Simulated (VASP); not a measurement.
# BP (F-43m) in VASP: notebook, part 2 of 2

VASP 6.6.1.

## 3. Single point, PBE

This run uses another cell than the first one, of 11.49 Å³/atom, 0.977 times its volume.

File INCAR:

```
ALGO = Normal
EDIFF = 1E-7
ENCUT = 520
GGA = PE
ISIF = 2
ISMEAR = 0
LASPH = T
LCHARG = T
LELF = T
LREAL = F
LVHAR = T
LWAVE = F
NBANDS = 11
NELM = 80
PREC = Accurate
SIGMA = 0.01
```

File KPOINTS:

```
k-points
0
Gamma
  10 10 10
```

File POSCAR:

```
BP
1.0
    0.0000000000      2.2563901202      2.2563901202
    2.2563901202      0.0000000000      2.2563901202
    2.2563901202      2.2563901202      0.0000000000
B P
1 1
Direct
    0.0000000000      0.0000000000      0.0000000000
    0.7500000000      0.7500000000      0.7500000000
```

Potentials or basis: VASP PAW PBE potentials, release 64 (B, P).

On the command line:

```console
$ cat potpaw_PBE.64/B/POTCAR potpaw_PBE.64/P/POTCAR > POTCAR
$ mpirun -np 1 vasp_std > vasp.out
```

OUTCAR:

```text
EDIFF = 1E-7
   ENCUT = 520
   GGA = PE
   ISIF = 2
   ISMEAR = 0
   LASPH = T
   LREAL = F
   NELM = 80
   PREC = Accurate

 ion  position               nearest neighbor table
   1  0.000  0.000  0.000-   2 1.95   2 1.95   2 1.95   2 1.95
   2  0.750  0.750  0.750-   1 1.95   1 1.95   1 1.95   1 1.95

  LATTYP: Found a face centered cubic cell.
 ALAT       =     4.5127802404

  Lattice vectors:

 A1 = (   0.0000000000,   2.2563901202,   2.2563901202)
 A2 = (   2.2563901202,   0.0000000000,   2.2563901202)
 A3 = (   2.2563901202,   2.2563901202,   0.0000000000)

Analysis of symmetry for initial positions (statically):
=====================================================================
 Subroutine PRICEL returns:
 Original cell was already a primitive cell.

 Routine SETGRP: Setting up the symmetry group for a
 face centered cubic supercell.

 Subroutine GETGRP returns: Found 24 space group operations
 (whereof 24 operations were pure point group operations)
 out of a pool of 48 trial point group operations.

The static configuration has the point symmetry T_d .

Analysis of symmetry for dynamics (positions and initial velocities):
=====================================================================
 Subroutine PRICEL returns:
 Original cell was already a primitive cell.

 Routine SETGRP: Setting up the symmetry group for a
 face centered cubic supercell.

 Subroutine GETGRP returns: Found 24 space group operations
 (whereof 24 operations were pure point group operations)
 out of a pool of 48 trial point group operations.

The dynamic configuration has the point symmetry T_d .

 Subroutine INISYM returns: Found 24 space group operations
 (whereof 24 operations are pure point group operations),
 and found     1 'primitive' translations

----------------------------------------------------------------------------------------

                                     Primitive cell

  volume of cell :      22.9759

  direct lattice vectors                    reciprocal lattice vectors
     0.000000000  2.256390120  2.256390120    -0.221592887  0.221592887  0.221592887
     2.256390120  0.000000000  2.256390120     0.221592887 -0.221592887  0.221592887
     2.256390120  2.256390120  0.000000000     0.221592887  0.221592887 -0.221592887

  length of vectors
     3.191017510  3.191017510  3.191017510     0.383810138  0.383810138  0.383810138

  position of ions in fractional coordinates (direct lattice)
     0.000000000  0.000000000  0.000000000
     0.750000000  0.750000000  0.750000000

  ion indices of the primitive-cell ions
   primitive index   ion index
                 1           1
                 2           2

----------------------------------------------------------------------------------------

 KPOINTS: k-points

Automatic generation of k-mesh.
 Grid dimensions read from file:
 generate k-points for:   10   10   10

 Generating k-lattice:

  Cartesian coordinates                     Fractional coordinates (reciprocal lattice)
    -0.022159289  0.022159289  0.022159289     0.100000000  0.000000000  0.000000000
     0.022159289 -0.022159289  0.022159289     0.000000000  0.100000000  0.000000000
     0.022159289  0.022159289 -0.022159289     0.000000000  0.000000000  0.100000000

  Length of vectors
     0.038381014  0.038381014  0.038381014

  Shift w.r.t. Gamma in fractional coordinates (k-lattice)
     0.000000000  0.000000000  0.000000000

 Subroutine IBZKPT returns following result:
 ===========================================

 Found     47 irreducible k-points:

 Following reciprocal coordinates:
            Coordinates               Weight
  0.000000  0.000000  0.000000      1.000000
  0.100000  0.000000  0.000000      8.000000
  0.200000  0.000000  0.000000      8.000000
  0.300000  0.000000  0.000000      8.000000
  0.400000  0.000000  0.000000      8.000000
  0.500000  0.000000  0.000000      4.000000
[... 16 lines left out ...]
  0.300000  0.300000  0.000000      6.000000
  0.400000  0.300000  0.000000     24.000000
 [... further k-points ...]
   k-points           NKPTS =     47   k-points in BZ     NKDIM =     47   number of bands    NBANDS=     11
   number of dos      NEDOS =    301   number of ions     NIONS =      2
   total plane-waves  NPLWV =  13824
   dimension x,y,z NGX =    24 NGY =   24 NGZ =   24
   dimension x,y,z NGXF=    48 NGYF=   48 NGZF=   48
   ions per type =               1   1
   NGX,Y,Z   is equivalent  to a cutoff of  12.50, 12.50, 12.50 a.u.
   NGXF,Y,Z  is equivalent  to a cutoff of  25.01, 25.01, 25.01 a.u.
 SYSTEM =  unknown system
   PREC   = accura    normal or accurate (medium, high low for compatibility)
   ISTART =      0    job   : 0-new  1-cont  2-samecut
   ICHARG =      2    charge: 1-file 2-atom 10-const
   ISPIN  =      1    spin polarized calculation?
   LNONCOLLINEAR =      F non collinear calculations
   LSORBIT =      F    spin-orbit coupling
   LASPH  =      T    aspherical Exc in radial PAW
   ENCUT  =  520.0 eV  38.22 Ry    6.18 a.u.   5.93  5.93  5.93*2*pi/ulx,y,z
   NELM   =     80;   NELMIN=  2; NELMDL= -5     # of ELM steps
   EDIFF  = 0.1E-06   stopping-criterion for ELM
   LREAL  =      F    real-space projection
   EDIFFG = 0.1E-05   stopping-criterion for IOM
   NSW    =      0    number of steps for IOM
   IBRION =     -1    ionic relax: 0-MD 1-quasi-New 2-CG
   NFREE  =      0    steps in history (QN), initial steepest desc. (CG)
   ISIF   =      2    stress and relaxation
   ISYM   =      2    0-nonsym 1-usesym 2-fastsym
   POTIM  = 0.5000    time-step for ionic-motion
   TEBEG  =    0.0;   TEEND  =   0.0 temperature during run
   PSTRESS=    0.0 pullay stress
   NELECT =       8.0000    total number of electrons
   NUPDOWN=      -1.0000    fix difference up-down
   EMIN   =  10.00;   EMAX   =-10.00  energy-range for DOS
   EFERMI =   0.00;   METHOD = LEGACY
   ISMEAR =     0;   SIGMA  =   0.01  broadening in eV -4-tet -1-fermi 0-gaus
   EFERMI_NEDOS =   21; number of points for ismear=-14 and -15
   IALGO  =     38    algorithm
   IMIX   =      4    mixing-type and parameters
     AMIX     =   0.40;   BMIX     =  1.00
     AMIX_MAG =   1.60;   BMIX_MAG =  1.00
  volume/ion in A,a.u.               =      11.49        77.52
  Fermi-wavevector in a.u.,A,eV,Ry     =   1.151721  2.176437 18.047603  1.326461
  Thomas-Fermi vector in A             =   2.288377
   LORBIT       =      0    0 simple, 1 ext, 2 COOP (PROOUT), +10 PAW based schemes
   GGA     = PE    functional components
   LHFCALC =     F    Hartree Fock is set to
   AEXX    =    0.0000 exact exchange contribution
   IVDW    =     0    specifies the selected vdW correction
   LEPSILON=     F    determine dielectric tensor
   LRPA    =     F    only Hartree local field effects (RPA)
 non-spin polarized calculation
 Gauss-broadening in eV      SIGMA  =   0.01
  energy-cutoff  :      520.00
  volume of cell :       22.98
 maximum number of plane-waves:       636
   NGX = 11   NGY = 11   NGZ = 11

 number of electron       8.0000001 magnetization

 Free energy of the ion-electron system (eV)
  ---------------------------------------------------
  ext. energy  EPLUGINS =         0.00000000
  ---------------------------------------------------
  free energy    TOTEN  =       -12.92472377 eV

  energy without entropy =      -12.92472377  energy(sigma->0) =      -12.92472377

 E-fermi :   7.6717     XC(G=0): -10.9793

 val. band max:        7.6317372894   @ k =   0.0000   0.0000   0.0000
 cond. band min:       8.8481285366   @ k =   0.4000   0.4000   0.0000
 fundamental gap:      1.2163912472
 Fermi energy:         7.6716963637

 k-point     1 :       0.0000    0.0000    0.0000
  band No.  band energies     occupation
      1      -7.9787      2.00000
      2       7.6317      2.00000
      3       7.6317      2.00000
      4       7.6317      2.00000
      5      11.0575      0.00000
      6      11.0575      0.00000
      7      11.0575      0.00000
      8      15.2620      0.00000
      9      19.2587      0.00000
     10      19.8083      0.00000
     11      19.8083      0.00000
[... 309 lines left out ...]
 k-point    24 :       0.4000    0.3000    0.0000
  band No.  band energies     occupation
      1      -4.9948      2.00000
      2       1.4354      2.00000
      3       3.5207      2.00000
      4       4.0640      2.00000
      5       9.4303      0.00000
      6      11.2501      0.00000
      7      17.2256      0.00000
      8      17.2349      0.00000
      9      21.8298      0.00000
     10      22.9895      0.00000
     11      24.9322      0.00000

 [... further k-points ...]
[... 5 lines left out ...]
  --------------------------------------------------------------------------------------
  -------------------------------------------------------------------------------------
  Total        0.5381993      0.5381993      0.5381993      0.0000000     -0.0000000      0.0000000
  in kB       37.5302265     37.5302265     37.5302265      0.0000000     -0.0000000      0.0000000
  external PRESSURE =      37.5302265 kB  Pullay stress =       0.0000000 kB

 VOLUME and BASIS-vectors are now :
 -----------------------------------------------------------------------------
  energy-cutoff  :      520.00
  volume of cell :       22.98
      direct lattice vectors                 reciprocal lattice vectors
     0.000000000  2.256390120  2.256390120    -0.221592887  0.221592887  0.221592887
     2.256390120  0.000000000  2.256390120     0.221592887 -0.221592887  0.221592887
     2.256390120  2.256390120  0.000000000     0.221592887  0.221592887 -0.221592887

 POSITION                                       TOTAL-FORCE (eV/Angst)
 -----------------------------------------------------------------------------------
      0.00000      0.00000      0.00000         0.000000      0.000000     -0.000000
      3.38459      3.38459      3.38459        -0.000000     -0.000000      0.000000
 -----------------------------------------------------------------------------------
    total drift:                               -0.000000     -0.000000     -0.000000

  FREE ENERGIE OF THE ION-ELECTRON SYSTEM (eV)
  ---------------------------------------------------
  free  energy   TOTEN  =       -12.9247237713 eV

  energy  without entropy=      -12.9247237713  energy(sigma->0) =      -12.92472377
```

OSZICAR:

```text
N       E                     dE             d eps       ncg     rms          rms(c)
DAV:   1     0.918221419053E+01    0.91822E+01   -0.40288E+03  1034   0.662E+02
DAV:   2    -0.130507063289E+02   -0.22233E+02   -0.21386E+02  1338   0.110E+02
DAV:   3    -0.136661243221E+02   -0.61542E+00   -0.61399E+00  1315   0.159E+01
DAV:   4    -0.136683961212E+02   -0.22718E-02   -0.22716E-02  1179   0.115E+00
DAV:   5    -0.136684075388E+02   -0.11418E-04   -0.11417E-04  1301   0.819E-02    0.738E+00
DAV:   6    -0.130282621071E+02    0.64015E+00   -0.14379E+00  1178   0.524E+00    0.398E+00
DAV:   7    -0.129321934675E+02    0.96069E-01   -0.24984E-01  1283   0.248E+00    0.135E+00
DAV:   8    -0.129241968234E+02    0.79966E-02   -0.27293E-02  1233   0.950E-01    0.199E-01
DAV:   9    -0.129245172306E+02   -0.32041E-03   -0.70895E-04  1204   0.181E-01    0.129E-01
DAV:  10    -0.129247122602E+02   -0.19503E-03   -0.24520E-04  1166   0.985E-02    0.287E-02
DAV:  11    -0.129247228880E+02   -0.10628E-04   -0.11553E-05  1321   0.225E-02    0.348E-02
DAV:  12    -0.129247238309E+02   -0.94287E-06   -0.46324E-06  1157   0.105E-02    0.150E-02
DAV:  13    -0.129247237083E+02    0.12265E-06   -0.12933E-07   972   0.234E-03    0.636E-03
DAV:  14    -0.129247237713E+02   -0.63048E-07   -0.46619E-08   598   0.121E-03
   1 F= -.12924724E+02 E0= -.12924724E+02  d E =-.196786E-11
```

It took 13 s on 1 thread of Intel Xeon 8259CL, shared host; peak memory 0.14 GiB.

Results:

```
Free energy            : -12.9247 eV
Pressure               : 3.8 GPa
Band gap on the k mesh : 1.22 eV, indirect (least direct gap 3.43 eV)
```

A k mesh can miss the band edges. As with any semilocal functional, this PBE gap is likely too small.

## 4. Relaxation of cell and atoms, PBE, target pressure 4 GPa, at which the enthalpy is minimised

File INCAR:

```
SYSTEM = BP
PREC = Accurate
ENCUT = 600
EDIFF = 1E-6
ISMEAR = 0
SIGMA = 0.01
LREAL = .FALSE.
LASPH = .TRUE.
NELM = 60
ALGO = Normal
ISIF = 3
LWAVE = .FALSE.
LCHARG = .FALSE.
GGA = PE
IBRION = 2
NSW = 80
EDIFFG = -0.001
PSTRESS = 40.0
```

File KPOINTS:

```
regular mesh
0
G
  10 10 10
  0 0 0
```

File POSCAR:

```
BP
1.0
    0.0000000000      2.2741905837      2.2741905837
    2.2741905837      0.0000000000      2.2741905837
    2.2741905837      2.2741905837      0.0000000000
B P
1 1
Direct
    0.0000000000      0.0000000000      0.0000000000
    0.7500000000      0.7500000000      0.7500000000
```

On the command line:

```console
$ cat potpaw_PBE.64/B/POTCAR potpaw_PBE.64/P/POTCAR > POTCAR
$ mpirun -np 1 vasp_std > vasp.out
```

Wall time 36 s (1 thread of Intel Xeon 8259CL, shared host); peak memory 0.16 GiB.

Results (log left out):

| Property | Result |
| --- | --- |
| Free energy | -12.9258 eV |
| Relaxed volume | 11.47 Å³/atom |
| Relaxed cell | a = 3.190 Å, b = 3.190 Å, c = 3.190 Å, α = 60.00°, β = 60.00°, γ = 60.00° |
| Space group after relaxing (to 0.05 Å) | F-43m (No. 216) |
| Energy change on relaxing (the enthalpy is what falls) | +3.3 meV/atom |
| Ionic steps | 3 |
| Pressure after relaxing | 4.0 GPa |
| Band gap on the k mesh | 1.21 eV, indirect (least direct gap 3.43 eV) |

Step by step:
```csv
step,energy change (eV),largest force (eV/Å),pressure (GPa),volume (Å³)
1,0.0000,0.0000,-0.22,23.52
2,0.0234,0.0000,7.73,22.48
3,0.0067,0.0000,4.00,22.94
```

Final structure:
```
B P
1.0
     0.00000    2.25537    2.25537
     2.25537    0.00000    2.25537
     2.25537    2.25537    0.00000
B P
1 1
Direct
  0.00000 0.00000 0.00000
  0.75000 0.75000 0.75000
```

Levels at points of the mesh, in eV from the valence-band top:
| k point | band 2 | band 3 | band 4 | band 5 | band 6 | band 7 |
| --- | --- | --- | --- | --- | --- | --- |
| (0.00, 0.00, 0.00) | 0.00 | 0.00 | 0.00 | 3.43 | 3.43 | 3.43 |
| (0.50, 0.00, 0.00) | -9.16 | -1.78 | -1.78 | 3.89 | 4.73 | 4.73 |
| (0.50, 0.50, 0.00) | -8.68 | -4.18 | -4.18 | 1.30 | 1.64 | 12.29 |

Caveat: the cell is relaxed towards a set pressure, so the enthalpy falls and the energy may rise. A k mesh can miss the band edges.

## 5. Single point, PBE

File INCAR:

```
SYSTEM = BP
PREC = Accurate ; ENCUT = 520
EDIFF = 1E-6 ; ISMEAR = 0
SIGMA = 0.01 ; LREAL = .FALSE.
LASPH = .TRUE. ; NELM = 60
ALGO = Normal ; ISIF = 2
LWAVE = .FALSE. ; LCHARG = .FALSE.
GGA = PE ; NBANDS = 11
```

File KPOINTS:

```
Automatic mesh
0
G
  10 10 10
  0 0 0
```

File POSCAR:

```
BP
1.0
    0.0000000000      2.2741906125      2.2741906125
    2.2741906125      0.0000000000      2.2741906125
    2.2741906125      2.2741906125      0.0000000000
B P
1 1
Direct
    0.0000000000      0.0000000000      0.0000000000
    0.2500000000      0.2500000000      0.2500000000
```

On the command line:

```console
$ cat potpaw_PBE.64/B/POTCAR potpaw_PBE.64/P/POTCAR > POTCAR
$ mpirun -np 1 vasp_std > vasp.out
```

Wall time 6.6 s (1 thread of Intel Xeon Platinum 8259CL at 2.50GHz (Skylake/Cascade Lake), shared host); peak memory 0.13 GiB.

It converged, with:

```
Free energy            : -12.9309 eV
Pressure               : -0.2 GPa
Band gap on the k mesh : 1.25 eV, indirect (least direct gap 3.39 eV)
```

Levels at points of the mesh, in eV from the valence-band top:
```csv
k point,band 1,band 2,band 3,band 4,band 5,band 6,band 7,band 8,band 9
"(0.00, 0.00, 0.00)",-15.40,0.00,0.00,0.00,3.39,3.39,3.39,7.27,11.47
"(0.50, 0.00, 0.00)",-12.10,-8.98,-1.75,-1.75,3.74,4.71,4.71,10.10,14.58
"(0.50, 0.50, 0.00)",-10.58,-8.55,-4.09,-4.09,1.35,1.67,12.06,12.06,15.15
```

## 6. Summary

| task | level | cell | cutoff (eV) | smearing | gap on the mesh (eV) | pressure (GPa) |
| --- | --- | --- | --- | --- | --- | --- |
| single point | r2SCAN | a = 3.216 Å, angles 60.0°, 2 atoms | 520 | gaussian 0.02 eV | 1.46 | -1.8 |
| single point | PBE | a = 3.191 Å, angles 60.0°, 2 atoms | 520 | gaussian 0.01 eV | 1.22 | 3.8 |
| relaxation of cell and atoms | PBE | relaxed to 4 GPa from a = 3.216 Å, angles 60.0°, 2 atoms | 600 | gaussian 0.01 eV | 1.21 | 4.0 |
| single point | PBE | a = 3.216 Å, angles 60.0°, 2 atoms | 520 | gaussian 0.01 eV | 1.25 | -0.2 |

Alike in all rows: potentials or basis VASP PAW PBE potentials, release 64 (B, P); no spin polarisation; k mesh 10 × 10 × 10.

Caveats: the PAW data sets were made with another functional, which shifts forces and pressure a little (some runs); the cell is relaxed towards a set pressure, so the enthalpy falls and the energy may rise (some runs).

Absolute energies hang on the potentials; compare differences alone.
